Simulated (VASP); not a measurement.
# BaTe in VASP: further runs

BaTe is run at these levels: PBE, r2SCAN; tasks: single point.

All numbers are computed with VASP 6.6.1; they aren't measurements. Logs are shortened: lines on timing, memory, paths and dates and some standing lists are left out, and cuts for length are marked.

## (1) The cell of the first run

It takes space group R-3m (No. 166, trigonal). The conventional cell has a = 5.046 Å, b = 5.046 Å, c = 12.112 Å, α = 90.00°, β = 90.00°, γ = 120.00°. Within 4.7 Å of Ba (site symmetry -3m) lie 6 Te at 3.54 Å. Within 4.7 Å of Te (site symmetry -3m) lie 6 Ba at 3.54 Å.

## (2) Single point, PBE (epitaxial 111 strain +1.0%)

Input file INCAR:

```
SYSTEM = BaTe
PREC = Accurate
ENCUT = 520
EDIFF = 1E-7
ISMEAR = -1
SIGMA = 0.02
LREAL = .FALSE.
LASPH = .TRUE.
NELM = 60
ALGO = Normal
ISIF = 2
LWAVE = .FALSE.
LCHARG = .FALSE.
GGA = PE
NBANDS = 15
```

Input file KPOINTS:

```
Automatic mesh
0
G
  6 6 6
  0 0 0
```

Input file POSCAR:

```
BaTe
1.0
   -0.0474385061      3.5202722075      3.5202722075
    3.5202722075     -0.0474385061      3.5202722075
    3.5202722075      3.5202722075     -0.0474385061
Ba Te
1 1
Direct
    0.0000000000      0.0000000000      0.0000000000
    0.5000000000      0.5000000000      0.5000000000
```

Potentials or basis: VASP PAW PBE potentials, release 64 (Ba_sv, Te).

Command:

```bash
$ cat potpaw_PBE.64/Ba_sv/POTCAR potpaw_PBE.64/Te/POTCAR > POTCAR
$ mpirun -np 1 vasp_std > vasp.out
```

OUTCAR:

```text
SYSTEM = BaTe
   PREC = Accurate
   ENCUT = 520
   EDIFF = 1E-7
   ISMEAR = -1
   LREAL = .FALSE.
   LASPH = .TRUE.
   NELM = 60
   ISIF = 2
   GGA = PE

 ion  position               nearest neighbor table
   1  0.000  0.000  0.000-   2 3.54   2 3.54   2 3.54   2 3.54   2 3.54   2 3.54
   2  0.500  0.500  0.500-   1 3.54   1 3.54   1 3.54   1 3.54   1 3.54   1 3.54

  LATTYP: Found a trigonal (rhomboedric) cell.
 ALAT       =     4.9786427108
 COS(alpha) =     0.4864800220

  Lattice vectors:

 A1 = (  -0.0474385061,   3.5202722075,   3.5202722075)
 A2 = (   3.5202722075,  -0.0474385061,   3.5202722075)
 A3 = (   3.5202722075,   3.5202722075,  -0.0474385061)

Analysis of symmetry for initial positions (statically):
=====================================================================
 Subroutine PRICEL returns:
 Original cell was already a primitive cell.

 Routine SETGRP: Setting up the symmetry group for a
 trigonal (rhombohedral) supercell.

 Subroutine GETGRP returns: Found 12 space group operations
 (whereof 12 operations were pure point group operations)
 out of a pool of 12 trial point group operations.

The static configuration has the point symmetry D_3d.

Analysis of symmetry for dynamics (positions and initial velocities):
=====================================================================
 Subroutine PRICEL returns:
 Original cell was already a primitive cell.

 Routine SETGRP: Setting up the symmetry group for a
 trigonal (rhombohedral) supercell.

 Subroutine GETGRP returns: Found 12 space group operations
 (whereof 12 operations were pure point group operations)
 out of a pool of 12 trial point group operations.

The dynamic configuration has the point symmetry D_3d.

 Subroutine INISYM returns: Found 12 space group operations
 (whereof 12 operations are pure point group operations),
 and found     1 'primitive' translations

----------------------------------------------------------------------------------------

                                     Primitive cell

  volume of cell :      89.0122

  direct lattice vectors                    reciprocal lattice vectors
    -0.047438506  3.520272208  3.520272208    -0.139195197  0.141096587  0.141096587
     3.520272208 -0.047438506  3.520272208     0.141096587 -0.139195197  0.141096587
     3.520272208  3.520272208 -0.047438506     0.141096587  0.141096587 -0.139195197

  length of vectors
     4.978642711  4.978642711  4.978642711     0.243293643  0.243293643  0.243293643

[... 91 lines left out ...]
   NELECT =      16.0000    total number of electrons
   NUPDOWN=      -1.0000    fix difference up-down
   EMIN   =  10.00;   EMAX   =-10.00  energy-range for DOS
   EFERMI =   0.00;   METHOD = LEGACY
   ISMEAR =    -1;   SIGMA  =   0.02  broadening in eV -4-tet -1-fermi 0-gaus
   EFERMI_NEDOS =   21; number of points for ismear=-14 and -15
   IALGO  =     38    algorithm
   IMIX   =      4    mixing-type and parameters
     AMIX     =   0.40;   BMIX     =  1.00
     AMIX_MAG =   1.60;   BMIX_MAG =  1.00
  volume/ion in A,a.u.               =      44.51       300.34
  Fermi-wavevector in a.u.,A,eV,Ry     =   0.923914  1.745945 11.614174  0.853618
  Thomas-Fermi vector in A             =   2.049603
   LORBIT       =      0    0 simple, 1 ext, 2 COOP (PROOUT), +10 PAW based schemes
   GGA     = PE    functional components
   LHFCALC =     F    Hartree Fock is set to
   AEXX    =    0.0000 exact exchange contribution
   IVDW    =     0    specifies the selected vdW correction
   LEPSILON=     F    determine dielectric tensor
   LRPA    =     F    only Hartree local field effects (RPA)
 non-spin polarized calculation
  energy-cutoff  :      520.00
  volume of cell :       89.01
 maximum number of plane-waves:      2421
 NGX is ok and might be reduce to    40
   NGX = 19   NGY = 19   NGZ = 19

 number of electron      16.0000000 magnetization

 Free energy of the ion-electron system (eV)
  ---------------------------------------------------
  ext. energy  EPLUGINS =         0.00000000
  ---------------------------------------------------
  free energy    TOTEN  =        -8.62745816 eV

  energy without entropy =       -8.62745816  energy(sigma->0) =       -8.62745816

 E-fermi :   2.5816     XC(G=0):  -8.0975

 val. band max:        2.0905024474   @ k =   0.0000   0.0000   0.0000
 cond. band min:       3.6438974395   @ k =   0.5000   0.5000   0.0000
 fundamental gap:      1.5533949921
 Fermi energy:         2.5816086508

 k-point     1 :       0.0000    0.0000    0.0000
  band No.  band energies     occupation
      1     -25.0739      2.00000
      2     -10.2167      2.00000
      3     -10.2155      2.00000
      4     -10.2155      2.00000
      5      -7.4126      2.00000
      6       2.0273      2.00000
      7       2.0273      2.00000
      8       2.0905      2.00000
      9       4.7971      0.00000
     10       4.9482      0.00000
     11       4.9482      0.00000
     12       5.0993      0.00000
     13       5.5738      0.00000
     14       5.5738      0.00000
[... 401 lines left out ...]
      2     -10.3684      2.00000
      3     -10.3263      2.00000
      4     -10.3132      2.00000
      5      -7.0896      2.00000
      6       1.0030      2.00000
      7       1.0135      2.00000
      8       1.3168      2.00000
      9       4.6286      0.00000
     10       6.5280      0.00000
     11       6.6361      0.00000
     12       7.1809      0.00000
     13       7.6694      0.00000
     14       8.3401      0.00000
     15       9.9619      0.00000

 [... further k-points ...]

------------------------ aborting loop because EDIFF is reached ----------------------------------------

  FORCE on cell =-STRESS in cart. coord.  units (eV):
  Direction    XX          YY          ZZ          XY          YZ          ZX
  --------------------------------------------------------------------------------------
  -------------------------------------------------------------------------------------
  Total        0.0076263      0.0076263      0.0076263      0.0812127      0.0812127      0.0812127
  in kB        0.1372706      0.1372706      0.1372706      1.4617910      1.4617910      1.4617910
  external PRESSURE =       0.1372706 kB  Pullay stress =       0.0000000 kB

 VOLUME and BASIS-vectors are now :
 -----------------------------------------------------------------------------
  energy-cutoff  :      520.00
  volume of cell :       89.01
      direct lattice vectors                 reciprocal lattice vectors
    -0.047438506  3.520272208  3.520272208    -0.139195197  0.141096587  0.141096587
     3.520272208 -0.047438506  3.520272208     0.141096587 -0.139195197  0.141096587
     3.520272208  3.520272208 -0.047438506     0.141096587  0.141096587 -0.139195197

 POSITION                                       TOTAL-FORCE (eV/Angst)
 -----------------------------------------------------------------------------------
      0.00000      0.00000      0.00000         0.000000      0.000000     -0.000000
      3.49655      3.49655      3.49655        -0.000000     -0.000000      0.000000
 -----------------------------------------------------------------------------------
    total drift:                                0.000000     -0.000000     -0.000000

  FREE ENERGIE OF THE ION-ELECTRON SYSTEM (eV)
  ---------------------------------------------------
  free  energy   TOTEN  =        -8.6274581570 eV

  energy  without entropy=       -8.6274581570  energy(sigma->0) =       -8.62745816
```

It took 32 s on 1 thread of AMD EPYC 9R45 (Zen 5), shared host; peak memory 0.22 GiB.

What came out:

```
Free energy            : -8.6275 eV
Pressure               : 0.0 GPa
Band gap on the k mesh : 1.55 eV, indirect (least direct gap 1.95 eV)
```

Stress tensor (GPa, compression positive):
```
0.01 0.15 0.15
0.15 0.01 0.15
0.15 0.15 0.01
```

Levels at points of the mesh, in eV from the valence-band top:
```tsv
k point	band 6	band 7	band 8	band 9	band 10	band 11
(0.00, 0.00, 0.00)	-0.06	-0.06	0.00	2.71	2.86	2.86
(0.50, 0.00, 0.00)	-2.18	-1.12	-1.04	4.10	4.56	4.68
(0.50, 0.50, 0.00)	-1.16	-0.45	-0.40	1.55	4.32	4.44
(0.50, 0.50, 0.50)	-2.17	-1.15	-1.15	4.07	4.65	4.81
```

Caveat: the cell differs from its parent crystal (epitaxial 111 strain +1.0%); spin-orbit coupling is left out, which moves the levels of the heavy elements. A k mesh can miss the band edges.

## (3) Single point, r2SCAN (epitaxial xy strain -2.0%)

Input file POSCAR:

```
BaTe
1.0
    0.0000000000      3.4617391083      3.5498812151
    3.4617391083      0.0000000000      3.5498812151
    3.4617391083      3.4617391083      0.0000000000
Ba Te
1 1
Direct
    0.0000000000      0.0000000000      0.0000000000
    0.5000000000      0.5000000000      0.5000000000
```

Input file INCAR.step1:

```
SYSTEM = BaTe
ALGO = Normal
EDIFF = 1E-4
ENCUT = 520
GGA = PE
ISMEAR = 0
LASPH = .TRUE.
LCHARG = .FALSE.
LREAL = .FALSE.
LWAVE = .TRUE.
NBANDS = 15
NELM = 60
PREC = Accurate
SIGMA = 0.01
```

Input file INCAR.step2:

```
SYSTEM = BaTe
ALGO = Normal
EDIFF = 1E-7
ENCUT = 520
ISIF = 2
ISMEAR = 0
ISTART = 1
LASPH = .TRUE.
LCHARG = .FALSE.
LMIXTAU = .TRUE.
LREAL = .FALSE.
LWAVE = .FALSE.
METAGGA = R2SCAN
NBANDS = 15
NELM = 60
PREC = Accurate
SIGMA = 0.01
```

Input file KPOINTS:

```
k-points
0
G
  6 6 6
  0 0 0
```

Potentials or basis: VASP PAW PBE potentials, release 64 (Ba_sv, Te).

Command:

```bash
$ cat potpaw_PBE.64/Ba_sv/POTCAR potpaw_PBE.64/Te/POTCAR > POTCAR
$ cp INCAR.step1 INCAR
$ mpirun -np 1 vasp_std > vasp.out
$ cp INCAR.step2 INCAR
$ mpirun -np 1 vasp_std > vasp.out
```

Run time: 1.7 min. Hardware: 1 thread of AMD EPYC 9R45 (Zen 5), shared host; peak memory 0.23 GiB.

Results (log left out):

| Quantity | Value |
| --- | --- |
| Free energy | -56.0028 eV |
| Pressure | 1.6 GPa |
| Band gap on the k mesh | 1.83 eV, indirect (least direct gap 2.20 eV) |

Stress tensor (GPa, compression positive):
```
2.21 0.00 0.00
0.00 2.21 0.00
0.00 0.00 0.30
```

Levels at points of the mesh, in eV from the valence-band top:
```csv
k point,band 5,band 6,band 7,band 8,band 9,band 10,band 11,band 12
"(0.00, 0.00, 0.00)",-9.86,-0.07,0.00,0.00,3.21,3.37,3.37,3.52
"(0.50, 0.00, 0.00)",-9.05,-2.27,-1.17,-1.16,4.63,5.26,5.37,5.44
"(0.50, 0.50, 0.00)",-9.65,-1.25,-0.37,-0.37,1.84,4.90,5.40,6.20
"(0.50, 0.00, 0.50)",-9.64,-1.14,-0.46,-0.41,1.83,4.92,5.40,6.17
```

Caveat: the cell differs from its parent crystal (epitaxial xy strain -2.0%); the PAW data sets were made with another functional, which shifts forces and pressure a little; spin-orbit coupling is left out, which moves the levels of the heavy elements. A k mesh can miss the band edges.

## (4) Single point, r2SCAN (uniaxial z strain +2.0%)

Input file POSCAR:

```
BaTe
1.0
    0.0000000000      3.5323868452      3.6030345821
    3.5323868452      0.0000000000      3.6030345821
    3.5323868452      3.5323868452      0.0000000000
Ba Te
1 1
Direct
    0.0000000000      0.0000000000      0.0000000000
    0.5000000000      0.5000000000      0.5000000000
```

Input file INCAR.step1:

```
  PREC = Accurate
  ENCUT = 520
  ISMEAR = 0
  SIGMA = 0.01
  LREAL = False
  LASPH = True
  NELM = 80
  NBANDS = 15
  GGA = PE
  ALGO = Normal
  EDIFF = 1E-4
  LWAVE = True
  LCHARG = False
```

Input file INCAR.step2:

```
  PREC = Accurate
  ENCUT = 520
  EDIFF = 1E-6
  ISMEAR = 0
  SIGMA = 0.01
  LREAL = False
  LASPH = True
  NELM = 80
  ALGO = Normal
  ISIF = 2
  LWAVE = False
  LCHARG = False
  METAGGA = R2SCAN
  LMIXTAU = True
  NBANDS = 15
  ISTART = 1
```

Input file KPOINTS:

```
Automatic mesh
0
Gamma
  6 6 6
```

Command:

```bash
$ cat potpaw_PBE.64/Ba_sv/POTCAR potpaw_PBE.64/Te/POTCAR > POTCAR
$ cp INCAR.step1 INCAR
$ mpirun -np 1 vasp_std > vasp.out
$ cp INCAR.step2 INCAR
$ mpirun -np 1 vasp_std > vasp.out
```

Wall time 2.1 min (1 thread of AMD EPYC 9R45 (Zen 5), shared host); peak memory 0.24 GiB.

Results (log left out):

```
Free energy            : -56.0240 eV
Pressure               : -0.3 GPa
Band gap on the k mesh : 1.95 eV, indirect (least direct gap 2.33 eV)
```

Stress tensor (GPa, compression positive):
```
 0.11  0.00  0.00
 0.00  0.11  0.00
 0.00  0.00 -1.04
```

Levels at points of the mesh, in eV from the valence-band top:
```tsv
k point	band 4	band 5	band 6	band 7	band 8	band 9	band 10	band 11	band 12	band 13
(0.00, 0.00, 0.00)	-12.67	-9.73	-0.04	0.00	0.00	3.27	3.34	3.39	3.39	3.98
(0.50, 0.00, 0.00)	-12.67	-9.08	-2.11	-1.05	-1.04	4.56	5.13	5.26	5.31	7.28
(0.50, 0.50, 0.00)	-12.73	-9.53	-1.19	-0.37	-0.37	1.96	4.83	5.14	5.96	6.09
(0.50, 0.00, 0.50)	-12.74	-9.52	-1.12	-0.43	-0.40	1.95	4.84	5.15	6.01	6.02
```

Caveat: the cell differs from its parent crystal (uniaxial z strain +2.0%); the PAW data sets were made with another functional, which shifts forces and pressure a little; spin-orbit coupling is left out, which moves the levels of the heavy elements. A k mesh can miss the band edges.

## (5) Overview

| level | cell | smearing | gap on the mesh (eV) | pressure (GPa) |
| --- | --- | --- | --- | --- |
| PBE | a = 4.979 Å, angles 60.9°, 2 atoms | fermi-dirac 0.02 eV | 1.55 | 0.0 |
| r2SCAN | a = 4.958, b = 4.958, c = 4.896 Å, angles 60.4, 60.4, 59.2°, 2 atoms | gaussian 0.01 eV | 1.83 | 1.6 |
| r2SCAN | a = 5.046, b = 5.046, c = 4.996 Å, angles 60.3, 60.3, 59.3°, 2 atoms | gaussian 0.01 eV | 1.95 | -0.3 |

Alike in all rows: task single point; potentials or basis VASP PAW PBE potentials, release 64 (Ba_sv, Te); no spin polarisation; k mesh 6 × 6 × 6; cutoff (eV) 520.

Caveats: spin-orbit coupling is left out, which moves the levels of the heavy elements; the PAW data sets were made with another functional, which shifts forces and pressure a little (some runs).

Absolute energies hang on the potentials; compare differences alone.
